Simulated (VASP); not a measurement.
# ZnO (I4/mmm) in VASP: single point with LDA

Aim: the single point of ZnO with LDA.

Everything below comes from runs of VASP 6.6.1. Logs are shortened: lines on timing, memory, paths and dates and some standing lists are left out, and cuts for length are marked.

**1. The cell of the first run**

It takes space group I4/mmm (No. 139, tetragonal). The conventional cell has a = 2.733 Å, b = 2.733 Å, c = 5.466 Å, α = 90.00°, β = 90.00°, γ = 90.00°. Within 2.6 Å of Zn (site symmetry 4/mmm) lie 4 O at 1.93 Å. Within 2.6 Å of O (site symmetry 4/mmm) lie 4 Zn at 1.93 Å.

**2. Single point, LDA**

INCAR reads:

```
SYSTEM = ZnO
ALGO = Normal
EDIFF = 1E-6
ENCUT = 1340
GGA_COMPAT = .False.
ISIF = 2
ISMEAR = 0
LASPH = .True.
LCHARG = .True.
LELF = .True.
LREAL = .False.
LVHAR = .True.
LWAVE = .False.
NBANDS = 16
NELM = 120
PREC = Accurate
SIGMA = 0.05
```

KPOINTS reads:

```
k-points
0
Gamma
  12 12 12
  0 0 0
```

POSCAR reads:

```
ZnO
1.0
    0.0000000000      1.9328503959      2.7330504598
    1.9328503959      0.0000000000      2.7330504598
    1.9328503959      1.9328503959      0.0000000000
Zn O
1 1
Direct
    0.0000000000      0.0000000000      0.0000000000
    0.5000000000      0.5000000000      0.5000000000
```

Potentials or basis: VASP PAW LDA potentials, release 64 (Zn, O_h).

Launch:

```sh
$ cat potpaw_LDA.64/Zn/POTCAR potpaw_LDA.64/O_h/POTCAR > POTCAR
$ mpirun -np 1 vasp_std > vasp.out
```

OUTCAR:

```text
SYSTEM = ZnO
   EDIFF = 1E-6
   ENCUT = 1340
   ISIF = 2
   ISMEAR = 0
   LASPH = .True.
   LREAL = .False.
   NELM = 120
   PREC = Accurate

 ion  position               nearest neighbor table
   1  0.000  0.000  0.000-   2 1.93   2 1.93   2 1.93   2 1.93
   2  0.500  0.500  0.500-   1 1.93   1 1.93   1 1.93   1 1.93

  LATTYP: Found a body centered tetragonal cell.
 ALAT       =     2.7334632439
 C/A-ratio  =     1.9996979772

  Lattice vectors:

 A1 = (  -1.9328503959,   0.0000000000,   2.7330504598)
 A2 = (   1.9328503959,   0.0000000000,   2.7330504598)
 A3 = (   0.0000000000,   1.9328503959,  -2.7330504598)

Analysis of symmetry for initial positions (statically):
=====================================================================
 Subroutine PRICEL returns:
 Original cell was already a primitive cell.

 Routine SETGRP: Setting up the symmetry group for a
 body centered tetragonal supercell.

 Subroutine GETGRP returns: Found 16 space group operations
 (whereof 16 operations were pure point group operations)
 out of a pool of 16 trial point group operations.

The static configuration has the point symmetry D_4h.

Analysis of symmetry for dynamics (positions and initial velocities):
=====================================================================
 Subroutine PRICEL returns:
 Original cell was already a primitive cell.

 Routine SETGRP: Setting up the symmetry group for a
 body centered tetragonal supercell.

 Subroutine GETGRP returns: Found 16 space group operations
 (whereof 16 operations were pure point group operations)
 out of a pool of 16 trial point group operations.

The dynamic configuration has the point symmetry D_4h.

 Subroutine INISYM returns: Found 16 space group operations
 (whereof 16 operations are pure point group operations),
 and found     1 'primitive' translations

----------------------------------------------------------------------------------------

                                     Primitive cell

  volume of cell :      20.4209

  direct lattice vectors                    reciprocal lattice vectors
     0.000000000  1.932850396  2.733050460    -0.258685308  0.258685308  0.182945762
     1.932850396  0.000000000  2.733050460     0.258685308 -0.258685308  0.182945762
     1.932850396  1.932850396  0.000000000     0.258685308  0.258685308 -0.182945762

  length of vectors
     3.347458061  3.347458061  2.733463244     0.409029741  0.409029741  0.409029741

  position of ions in fractional coordinates (direct lattice)
     0.000000000  0.000000000  0.000000000
     0.500000000  0.500000000  0.500000000

  ion indices of the primitive-cell ions
   primitive index   ion index
                 1           1
                 2           2

----------------------------------------------------------------------------------------

 KPOINTS: k-points

Automatic generation of k-mesh.
 Grid dimensions read from file:
 generate k-points for:   12   12   12

 Generating k-lattice:

  Cartesian coordinates                     Fractional coordinates (reciprocal lattice)
    -0.021557109  0.021557109  0.015245480     0.083333333  0.000000000  0.000000000
     0.021557109 -0.021557109  0.015245480     0.000000000  0.083333333  0.000000000
     0.021557109  0.021557109 -0.015245480     0.000000000  0.000000000  0.083333333

  Length of vectors
     0.034085812  0.034085812  0.034085812

  Shift w.r.t. Gamma in fractional coordinates (k-lattice)
     0.000000000  0.000000000  0.000000000

 Subroutine IBZKPT returns following result:
 ===========================================

 Found    163 irreducible k-points:

 Following reciprocal coordinates:
            Coordinates               Weight
  0.000000  0.000000  0.000000      1.000000
  0.083333  0.000000  0.000000      8.000000
  0.166667 -0.000000  0.000000      8.000000
  0.250000  0.000000  0.000000      8.000000
  0.333333  0.000000  0.000000      8.000000
  0.416667 -0.000000  0.000000      8.000000
[... 16 lines left out ...]
  0.500000  0.166667  0.000000      8.000000
 -0.416667  0.166667  0.000000      8.000000
 [... further k-points ...]
   k-points           NKPTS =    163   k-points in BZ     NKDIM =    163   number of bands    NBANDS=     16
   number of dos      NEDOS =    301   number of ions     NIONS =      2
   total plane-waves  NPLWV =  57600
   dimension x,y,z NGX =    40 NGY =   40 NGZ =   36
   dimension x,y,z NGXF=    80 NGYF=   80 NGZF=   72
   ions per type =               1   1
   NGX,Y,Z   is equivalent  to a cutoff of  19.87, 19.87, 21.89 a.u.
   NGXF,Y,Z  is equivalent  to a cutoff of  39.73, 39.73, 43.79 a.u.
 SYSTEM =  ZnO
   PREC   = accura    normal or accurate (medium, high low for compatibility)
   ISTART =      0    job   : 0-new  1-cont  2-samecut
   ICHARG =      2    charge: 1-file 2-atom 10-const
   ISPIN  =      1    spin polarized calculation?
   LNONCOLLINEAR =      F non collinear calculations
   LSORBIT =      F    spin-orbit coupling
   LASPH  =      T    aspherical Exc in radial PAW
   ENCUT  = 1340.0 eV  98.49 Ry    9.92 a.u.   9.99  9.99  8.16*2*pi/ulx,y,z
   NELM   =    120;   NELMIN=  2; NELMDL= -5     # of ELM steps
   EDIFF  = 0.1E-05   stopping-criterion for ELM
   LREAL  =      F    real-space projection
   EDIFFG = 0.1E-04   stopping-criterion for IOM
   NSW    =      0    number of steps for IOM
   IBRION =     -1    ionic relax: 0-MD 1-quasi-New 2-CG
   NFREE  =      0    steps in history (QN), initial steepest desc. (CG)
   ISIF   =      2    stress and relaxation
   ISYM   =      2    0-nonsym 1-usesym 2-fastsym
   POTIM  = 0.5000    time-step for ionic-motion
   TEBEG  =    0.0;   TEEND  =   0.0 temperature during run
   PSTRESS=    0.0 pullay stress
   NELECT =      18.0000    total number of electrons
   NUPDOWN=      -1.0000    fix difference up-down
   EMIN   =  10.00;   EMAX   =-10.00  energy-range for DOS
   EFERMI =   0.00;   METHOD = LEGACY
   ISMEAR =     0;   SIGMA  =   0.05  broadening in eV -4-tet -1-fermi 0-gaus
   EFERMI_NEDOS =   21; number of points for ismear=-14 and -15
   IALGO  =     38    algorithm
   IMIX   =      4    mixing-type and parameters
     AMIX     =   0.40;   BMIX     =  1.00
     AMIX_MAG =   1.60;   BMIX_MAG =  1.00
  volume/ion in A,a.u.               =      10.21        68.90
  Fermi-wavevector in a.u.,A,eV,Ry     =   1.569667  2.966241 33.522790  2.463856
  Thomas-Fermi vector in A             =   2.671516
   LORBIT       =      0    0 simple, 1 ext, 2 COOP (PROOUT), +10 PAW based schemes
   GGA     = CA    functional components
   LHFCALC =     F    Hartree Fock is set to
   AEXX    =    0.0000 exact exchange contribution
   IVDW    =     0    specifies the selected vdW correction
   LEPSILON=     F    determine dielectric tensor
   LRPA    =     F    only Hartree local field effects (RPA)
 non-spin polarized calculation
 Gauss-broadening in eV      SIGMA  =   0.05
  energy-cutoff  :     1340.00
  volume of cell :       20.42
 maximum number of plane-waves:      2328
   NGX = 19   NGY = 19   NGZ = 17

 number of electron      18.0000001 magnetization

 Free energy of the ion-electron system (eV)
  ---------------------------------------------------
  ext. energy  EPLUGINS =         0.00000000
  ---------------------------------------------------
  free energy    TOTEN  =        -9.93346935 eV

  energy without entropy =       -9.93346928  energy(sigma->0) =       -9.93346931

 E-fermi :   3.8669     XC(G=0): -12.3852

 val. band max:        3.7171528841   @ k =   0.5000   0.0000   0.0000
 cond. band min:       3.9912311274   @ k =   0.0000   0.0000   0.0000
 fundamental gap:      0.2740782433
 Fermi energy:         3.8669256033

 k-point     1 :       0.0000    0.0000    0.0000
  band No.  band energies     occupation
      1     -16.2452      2.00000
      2      -2.9159      2.00000
      3      -2.7330      2.00000
      4      -2.2839      2.00000
      5      -2.2839      2.00000
      6      -2.0230      2.00000
[... 8 lines left out ...]
     15      21.9556      0.00000
     16      21.9556      0.00000

 k-point     2 :       0.0833    0.0000    0.0000
  band No.  band energies     occupation
      1     -16.1610      2.00000
      2      -2.9581      2.00000
      3      -2.7377      2.00000
      4      -2.3534      2.00000
      5      -2.2831      2.00000
      6      -2.2545      2.00000
[... 8 lines left out ...]
     15      22.0058      0.00000
     16      24.3101      0.00000

 k-point     3 :       0.1667   -0.0000    0.0000
  band No.  band energies     occupation
      1     -15.9210      2.00000
      2      -3.2144      2.00000
      3      -2.8063      2.00000
      4      -2.7592      2.00000
      5      -2.4502      2.00000
      6      -2.2449      2.00000
[... 8 lines left out ...]
     15      21.8923      0.00000
     16      24.3733      0.00000

 k-point     4 :       0.2500    0.0000    0.0000
  band No.  band energies     occupation
      1     -15.5652      2.00000
      2      -3.8617      2.00000
      3      -3.2545      2.00000
      4      -3.0600      2.00000
      5      -2.3722      2.00000
      6      -2.2071      2.00000
[... 8 lines left out ...]
     15      23.4289      0.00000
     16      24.6044      0.00000
[... 324 lines left out ...]
 k-point    22 :       0.4167    0.1667    0.0000
  band No.  band energies     occupation
      1     -15.3268      2.00000
      2      -4.0135      2.00000
      3      -3.3929      2.00000
      4      -3.2738      2.00000
      5      -2.2050      2.00000
      6      -2.1394      2.00000
[... 8 lines left out ...]
     15      24.4525      0.00000
     16      28.2035      0.00000

 k-point    23 :       0.5000    0.1667    0.0000
  band No.  band energies     occupation
      1     -14.9790      2.00000
      2      -4.8149      2.00000
      3      -3.6618      2.00000
      4      -3.5254      2.00000
      5      -2.1216      2.00000
      6      -2.1212      2.00000
[... 8 lines left out ...]
     15      25.0311      0.00000
     16      28.8392      0.00000

 k-point    24 :      -0.4167    0.1667    0.0000
  band No.  band energies     occupation
      1     -14.7453      2.00000
      2      -5.3880      2.00000
      3      -3.9017      2.00000
      4      -3.5556      2.00000
      5      -2.1194      2.00000
      6      -2.0867      2.00000
[... 8 lines left out ...]
     15      25.7632      0.00000
     16      28.4285      0.00000

 [... further k-points ...]

------------------------ aborting loop because EDIFF is reached ----------------------------------------

  FORCE on cell =-STRESS in cart. coord.  units (eV):
  Direction    XX          YY          ZZ          XY          YZ          ZX
  --------------------------------------------------------------------------------------
  -------------------------------------------------------------------------------------
  Total        3.4806609      3.4806609     -0.9967044      0.0000000      0.0000000     -0.0000000
  in kB      273.0852027    273.0852027    -78.1992951      0.0000000      0.0000000     -0.0000000
  external PRESSURE =     155.9903701 kB  Pullay stress =       0.0000000 kB

 VOLUME and BASIS-vectors are now :
 -----------------------------------------------------------------------------
  energy-cutoff  :     1340.00
  volume of cell :       20.42
      direct lattice vectors                 reciprocal lattice vectors
     0.000000000  1.932850396  2.733050460    -0.258685308  0.258685308  0.182945762
     1.932850396  0.000000000  2.733050460     0.258685308 -0.258685308  0.182945762
     1.932850396  1.932850396  0.000000000     0.258685308  0.258685308 -0.182945762

 POSITION                                       TOTAL-FORCE (eV/Angst)
 -----------------------------------------------------------------------------------
      0.00000      0.00000      0.00000         0.000000     -0.000000      0.000000
      1.93285      1.93285      2.73305        -0.000000      0.000000      0.000000
 -----------------------------------------------------------------------------------
    total drift:                                0.000000     -0.000000     -0.000000

  FREE ENERGIE OF THE ION-ELECTRON SYSTEM (eV)
  ---------------------------------------------------
  free  energy   TOTEN  =        -9.9334693493 eV

  energy  without entropy=       -9.9334692752  energy(sigma->0) =       -9.93346931
```

Wall time 2.7 min (1 thread of Intel Xeon Platinum 8259CL at 2.50GHz (Skylake/Cascade Lake), shared host); peak memory 0.35 GiB.

Results:

* Free energy: -9.9335 eV
* Pressure: 15.6 GPa
* Band gap on the k mesh: 0.27 eV (least direct gap 3.10 eV)

Levels at points of the mesh, in eV from the valence-band top:
```tsv
k point	band 6	band 7	band 8	band 9	band 10	band 11	band 12	band 13
(0.00, 0.00, 0.00)	-5.74	-3.16	-3.16	-2.83	0.27	12.51	15.28	16.34
(0.50, 0.00, 0.00)	-5.78	-4.62	-1.97	0.00	3.63	7.97	10.13	15.25
(0.50, 0.50, 0.00)	-5.71	-5.66	-3.52	-3.52	4.00	6.38	13.09	17.27
(0.50, 0.00, 0.50)	-5.97	-5.31	-4.61	-2.99	3.56	9.48	10.21	10.61
```

Caveat: the stress differs along the axes, from -8 to 27 GPa; semilocal functionals underestimate gaps, and a narrow one can read as zero. A k mesh can miss the band edges.
